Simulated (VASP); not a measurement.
# Ge (Fd-3m) in VASP: a series of runs

Runs on Ge. Level: PBEsol. Tasks: single point.

All numbers are computed with VASP 6.6.1; they aren't measurements. Logs are shortened: lines on timing, memory, paths and dates and some standing lists are left out, and cuts for length are marked.

## (1) The cell of the first run

Symmetry: Fd-3m, No. 227, cubic system. Conventional cell: a = 5.087 Å, b = 5.087 Å, c = 5.087 Å, α = 90.00°, β = 90.00°, γ = 90.00°. Ge (site symmetry -43m) has 4 Ge at 2.20 Å within 2.9 Å.

## (2) Single point, PBEsol (volume scaled by 0.72)

Contents of INCAR:

```
SYSTEM = Ge
ALGO = Normal ; EDIFF = 1E-6
ENCUT = 520 ; GGA = PS
ISIF = 2 ; ISMEAR = -1
LASPH = .TRUE. ; LCHARG = .FALSE.
LREAL = .FALSE. ; LWAVE = .FALSE.
NBANDS = 21 ; NELM = 100
PREC = Accurate ; SIGMA = 0.05
```

Contents of KPOINTS:

```
k-points
0
G
  13 13 13
  0 0 0
```

Contents of POSCAR:

```
Ge
1.0
    0.0000000000      2.5436015228      2.5436015228
    2.5436015228      0.0000000000      2.5436015228
    2.5436015228      2.5436015228      0.0000000000
Ge
2
Direct
   -0.1250000000     -0.1250000000     -0.1250000000
    0.1250000000      0.1250000000      0.1250000000
```

Potentials or basis: VASP PAW PBE potentials, release 64 (Ge_d).

Run with:

```bash
$ cat potpaw_PBE.64/Ge_d/POTCAR > POTCAR
$ mpirun -np 1 vasp_std > vasp.out
```

OUTCAR:

```text
SYSTEM = Ge
   EDIFF = 1E-6
   ENCUT = 520
   GGA = PS
   ISIF = 2
   ISMEAR = -1
   LASPH = .TRUE.
   LREAL = .FALSE.
   NELM = 100
   PREC = Accurate

 ion  position               nearest neighbor table
   1  0.875  0.875  0.875-   2 2.20   2 2.20   2 2.20   2 2.20
   2  0.125  0.125  0.125-   1 2.20   1 2.20   1 2.20   1 2.20

  LATTYP: Found a face centered cubic cell.
 ALAT       =     5.0872030456

  Lattice vectors:

 A1 = (   0.0000000000,   2.5436015228,   2.5436015228)
 A2 = (   2.5436015228,   0.0000000000,   2.5436015228)
 A3 = (   2.5436015228,   2.5436015228,   0.0000000000)

Analysis of symmetry for initial positions (statically):
=====================================================================
 Subroutine PRICEL returns:
 Original cell was already a primitive cell.

 Routine SETGRP: Setting up the symmetry group for a
 face centered cubic supercell.

 Subroutine GETGRP returns: Found 48 space group operations
 (whereof 12 operations were pure point group operations)
 out of a pool of 48 trial point group operations.

The static configuration has the point symmetry D_3d.
 The point group associated with its full space group is O_h .

Analysis of symmetry for dynamics (positions and initial velocities):
=====================================================================
 Subroutine PRICEL returns:
 Original cell was already a primitive cell.

 Routine SETGRP: Setting up the symmetry group for a
 face centered cubic supercell.

 Subroutine GETGRP returns: Found 48 space group operations
 (whereof 12 operations were pure point group operations)
 out of a pool of 48 trial point group operations.

The dynamic configuration has the point symmetry D_3d.
 The point group associated with its full space group is O_h .

 Subroutine INISYM returns: Found 48 space group operations
 (whereof 12 operations are pure point group operations),
 and found     1 'primitive' translations

----------------------------------------------------------------------------------------

                                     Primitive cell

  volume of cell :      32.9137

  direct lattice vectors                    reciprocal lattice vectors
     0.000000000  2.543601523  2.543601523    -0.196571670  0.196571670  0.196571670
     2.543601523  0.000000000  2.543601523     0.196571670 -0.196571670  0.196571670
     2.543601523  2.543601523  0.000000000     0.196571670  0.196571670 -0.196571670

  length of vectors
     3.597195771  3.597195771  3.597195771     0.340472120  0.340472120  0.340472120

  position of ions in fractional coordinates (direct lattice)
     0.875000000  0.875000000  0.875000000
[... 72 lines left out ...]
   ISPIN  =      1    spin polarized calculation?
   LNONCOLLINEAR =      F non collinear calculations
   LSORBIT =      F    spin-orbit coupling
   LASPH  =      T    aspherical Exc in radial PAW
   ENCUT  =  520.0 eV  38.22 Ry    6.18 a.u.   6.69  6.69  6.69*2*pi/ulx,y,z
   NELM   =    100;   NELMIN=  2; NELMDL= -5     # of ELM steps
   EDIFF  = 0.1E-05   stopping-criterion for ELM
   LREAL  =      F    real-space projection
   EDIFFG = 0.1E-04   stopping-criterion for IOM
   NSW    =      0    number of steps for IOM
   IBRION =     -1    ionic relax: 0-MD 1-quasi-New 2-CG
   NFREE  =      0    steps in history (QN), initial steepest desc. (CG)
   ISIF   =      2    stress and relaxation
   ISYM   =      2    0-nonsym 1-usesym 2-fastsym
   POTIM  = 0.5000    time-step for ionic-motion
   TEBEG  =    0.0;   TEEND  =   0.0 temperature during run
   PSTRESS=    0.0 pullay stress
   NELECT =      28.0000    total number of electrons
   NUPDOWN=      -1.0000    fix difference up-down
   EMIN   =  10.00;   EMAX   =-10.00  energy-range for DOS
   EFERMI =   0.00;   METHOD = LEGACY
   ISMEAR =    -1;   SIGMA  =   0.05  broadening in eV -4-tet -1-fermi 0-gaus
   EFERMI_NEDOS =   21; number of points for ismear=-14 and -15
   IALGO  =     38    algorithm
   IMIX   =      4    mixing-type and parameters
     AMIX     =   0.40;   BMIX     =  1.00
     AMIX_MAG =   1.60;   BMIX_MAG =  1.00
  volume/ion in A,a.u.               =      16.46       111.06
  Fermi-wavevector in a.u.,A,eV,Ry     =   1.551202  2.931347 32.738726  2.406228
  Thomas-Fermi vector in A             =   2.655756
   LORBIT       =      0    0 simple, 1 ext, 2 COOP (PROOUT), +10 PAW based schemes
   GGA     = PS    functional components
   LHFCALC =     F    Hartree Fock is set to
   AEXX    =    0.0000 exact exchange contribution
   IVDW    =     0    specifies the selected vdW correction
   LEPSILON=     F    determine dielectric tensor
   LRPA    =     F    only Hartree local field effects (RPA)
 non-spin polarized calculation
  energy-cutoff  :      520.00
  volume of cell :       32.91
 maximum number of plane-waves:       905
   NGX = 13   NGY = 13   NGZ = 13

 number of electron      27.9999978 magnetization

 Free energy of the ion-electron system (eV)
  ---------------------------------------------------
  ext. energy  EPLUGINS =         0.00000000
  ---------------------------------------------------
  free energy    TOTEN  =        -8.47779128 eV

  energy without entropy =       -8.47685105  energy(sigma->0) =       -8.47732117

 E-fermi :   8.4744     XC(G=0): -11.7412

 val. band max:        8.3920711967   @ k =  -0.0769   0.0769   0.0000
 cond. band min:       8.4747673868   @ k =   0.3846   0.3846   0.0000
 fundamental gap:      0.0826961901
 Fermi energy:         8.4744167883

 k-point     1 :       0.0000    0.0000    0.0000
  band No.  band energies     occupation
      1     -17.0081      2.00000
      2     -17.0081      2.00000
      3     -17.0081      2.00000
      4     -16.9399      2.00000
      5     -16.9399      2.00000
      6     -16.4771      2.00000
[... 565 lines left out ...]
     20      21.8691      0.00000
     21      21.9154      0.00000

 [... further k-points ...]
[... 5 lines left out ...]
  --------------------------------------------------------------------------------------
  -------------------------------------------------------------------------------------
  Total        9.7631529      9.7631529      9.7631529     -0.0000000     -0.0000000     -0.0000000
  in kB      475.2514474    475.2514474    475.2514474     -0.0000000     -0.0000000     -0.0000000
  external PRESSURE =     475.2514474 kB  Pullay stress =       0.0000000 kB

 VOLUME and BASIS-vectors are now :
 -----------------------------------------------------------------------------
  energy-cutoff  :      520.00
  volume of cell :       32.91
      direct lattice vectors                 reciprocal lattice vectors
     0.000000000  2.543601523  2.543601523    -0.196571670  0.196571670  0.196571670
     2.543601523  0.000000000  2.543601523     0.196571670 -0.196571670  0.196571670
     2.543601523  2.543601523  0.000000000     0.196571670  0.196571670 -0.196571670

 POSITION                                       TOTAL-FORCE (eV/Angst)
 -----------------------------------------------------------------------------------
      4.45130      4.45130      4.45130         0.000000      0.000000      0.000000
      0.63590      0.63590      0.63590        -0.000000     -0.000000     -0.000000
 -----------------------------------------------------------------------------------
    total drift:                                0.000000      0.000000     -0.000000

  FREE ENERGIE OF THE ION-ELECTRON SYSTEM (eV)
  ---------------------------------------------------
  free  energy   TOTEN  =        -8.4777912811 eV

  energy  without entropy=       -8.4768510494  energy(sigma->0) =       -8.47732117
```

OSZICAR:

```text
N       E                     dE             d eps       ncg     rms          rms(c)
DAV:   1     0.175173880508E+03    0.17517E+03   -0.14012E+04  4156   0.394E+03
DAV:   2     0.141749795865E+02   -0.16100E+03   -0.15487E+03  3548   0.601E+02
DAV:   3    -0.822435646097E+01   -0.22399E+02   -0.22249E+02  4003   0.134E+02
DAV:   4    -0.882640791994E+01   -0.60205E+00   -0.60172E+00  3961   0.259E+01
DAV:   5    -0.883452363959E+01   -0.81157E-02   -0.81154E-02  4043   0.316E+00    0.501E+00
DAV:   6    -0.858671310197E+01    0.24781E+00   -0.72984E-02  3903   0.190E+00    0.283E+00
DAV:   7    -0.847648861979E+01    0.11022E+00   -0.12568E-01  4527   0.266E+00    0.196E-01
DAV:   8    -0.847773758444E+01   -0.12490E-02   -0.92396E-03  3948   0.809E-01    0.403E-02
DAV:   9    -0.847779220615E+01   -0.54622E-04   -0.15592E-04  4063   0.793E-02    0.245E-02
DAV:  10    -0.847779128106E+01    0.92509E-06   -0.54376E-06  3303   0.240E-02
   1 F= -.84777913E+01 E0= -.84773212E+01  d E =-.940232E-03
```

Wall time 45 s (1 thread of AMD EPYC 7R43 (Zen 3), shared host); peak memory 0.14 GiB.

Results:

```
Free energy            : -8.4778 eV
Pressure               : 47.5 GPa
Band gap on the k mesh : zero (band 14 reaches 8.58 eV, above the bottom of band 15 at 8.47 eV)
```

Caveat: the PAW data sets were made with another functional, which shifts forces and pressure a little.

## (3) Single point, PBEsol (volume scaled by 0.8)

Contents of INCAR:

```
PREC = Accurate
ENCUT = 520
EDIFF = 1E-6
ISMEAR = -1
SIGMA = 0.05
LREAL = False
LASPH = True
NELM = 100
ALGO = Normal
ISIF = 2
LWAVE = False
LCHARG = False
GGA = PS
NBANDS = 21
```

Contents of KPOINTS:

```
Automatic mesh
0
Gamma
  13 13 13
```

Contents of POSCAR:

```
Ge
1.0
    0.0000000000      2.6345204446      2.6345204446
    2.6345204446      0.0000000000      2.6345204446
    2.6345204446      2.6345204446      0.0000000000
Ge
2
Direct
   -0.1250000000     -0.1250000000     -0.1250000000
    0.1250000000      0.1250000000      0.1250000000
```

Potentials or basis: VASP PAW PBE potentials, release 64 (Ge_d).

Run with:

```bash
$ cat potpaw_PBE.64/Ge_d/POTCAR > POTCAR
$ mpirun -np 1 vasp_std > vasp.out
```

Wall time 50 s (1 thread of AMD EPYC 7R43 (Zen 3), shared host); peak memory 0.15 GiB.

The run converged. Its results:

```
Free energy            : -9.2891 eV
Pressure               : 25.6 GPa
Band gap on the k mesh : 0.13 eV, indirect (least direct gap 2.08 eV)
```

Levels at points of the mesh, in eV from the valence-band top:
```
           k point  band 10  band 11  band 12  band 13  band 14  band 15  band 16  band 17  band 18  band 19
(0.00, 0.00, 0.00)   -24.76   -14.64     0.00     0.00     0.00     2.08     2.58     2.58     2.58     6.72
```

Caveat: the PAW data sets were made with another functional, which shifts forces and pressure a little.

## (4) Single point, PBEsol (volume scaled by 0.88)

Contents of INCAR:

```
SYSTEM = Ge
PREC = Accurate
ENCUT = 520
EDIFF = 1E-6
ISMEAR = -1
SIGMA = 0.05
LREAL = .False.
LASPH = .True.
NELM = 100
ALGO = Normal
ISIF = 2
LWAVE = .False.
LCHARG = .False.
GGA = PS
NBANDS = 21
```

Contents of KPOINTS:

```
regular mesh
0
Gamma
  13 13 13
  0 0 0
```

Contents of POSCAR:

```
Ge
1.0
    0.0000000000      2.7195630688      2.7195630688
    2.7195630688      0.0000000000      2.7195630688
    2.7195630688      2.7195630688      0.0000000000
Ge
2
Direct
   -0.1250000000     -0.1250000000     -0.1250000000
    0.1250000000      0.1250000000      0.1250000000
```

Run with:

```bash
$ cat potpaw_PBE.64/Ge_d/POTCAR > POTCAR
$ mpirun -np 1 vasp_std > vasp.out
```

Run time: 63 s. Hardware: 1 thread of AMD EPYC 7R43 (Zen 3), shared host; peak memory 0.16 GiB.

Results (log left out):

* Free energy: -9.6992 eV
* Pressure: 11.6 GPa
* Band gap on the k mesh: 0.31 eV, indirect (least direct gap 1.12 eV)

Levels at points of the mesh, in eV from the valence-band top:
```csv
k point,band 10,band 11,band 12,band 13,band 14,band 15,band 16,band 17,band 18,band 19
"(0.00, 0.00, 0.00)",-24.61,-13.77,0.00,0.00,0.00,1.12,2.57,2.57,2.57,6.50
```

Caveat: the PAW data sets were made with another functional, which shifts forces and pressure a little. A k mesh can miss the band edges.

## (5) Single point, PBEsol (volume scaled by 0.88)

Contents of INCAR:

```
ALGO     = Normal         # electronic algorithm
EDIFF    = 1E-6           # SCF threshold, eV
ENCUT    = 520            # plane-wave cutoff, eV
GGA      = PS             # functional
ISIF     = 2              # what is computed and relaxed
ISMEAR   = -1             # smearing method
LASPH    = True           # aspherical terms in the spheres
LCHARG   = True           # write CHGCAR
LELF     = True           # ELF
LREAL    = False          # projectors in reciprocal space
LVHAR    = True         
LWAVE    = False          # write WAVECAR
NBANDS   = 21             # bands
NELM     = 80             # most SCF steps
PREC     = Accurate       # precision mode
SIGMA    = 0.05           # smearing width, eV
```

Contents of KPOINTS:

```
k-points
0
Gamma
  13 13 13
```

POSCAR is that of step 4.

Run with:

```bash
$ cat potpaw_PBE.64/Ge_d/POTCAR > POTCAR
$ mpirun -np 1 vasp_std > vasp.out
```

Run time: 66 s. Hardware: 1 thread of AMD EPYC 7R43 (Zen 3), shared host; peak memory 0.17 GiB.

The run converged. Its results:

| Property | Result |
| --- | --- |
| Free energy | -9.6992 eV |
| Pressure | 11.6 GPa |
| Band gap on the k mesh | 0.31 eV, indirect (least direct gap 1.12 eV) |

Levels at points of the mesh, in eV from the valence-band top:
```
           k point  band 10  band 11  band 12  band 13  band 14  band 15  band 16  band 17  band 18  band 19
(0.00, 0.00, 0.00)   -24.61   -13.77     0.00     0.00     0.00     1.12     2.57     2.57     2.57     6.50
```

Caveat: the PAW data sets were made with another functional, which shifts forces and pressure a little. A k mesh can miss the band edges.

## (6) Summary

| cell | gap on the mesh (eV) | pressure (GPa) |
| --- | --- | --- |
| a = 3.597 Å, angles 60.0°, 2 atoms | none | 47.5 |
| a = 3.726 Å, angles 60.0°, 2 atoms | 0.13 | 25.6 |
| a = 3.846 Å, angles 60.0°, 2 atoms | 0.31 | 11.6 |

Alike in all rows: task single point; level PBEsol; potentials or basis VASP PAW PBE potentials, release 64 (Ge_d); no spin polarisation; k mesh 13 × 13 × 13; cutoff (eV) 520; smearing fermi-dirac 0.05 eV.

Caveats: the PAW data sets were made with another functional, which shifts forces and pressure a little.

Absolute energies hang on the potentials; compare differences alone.
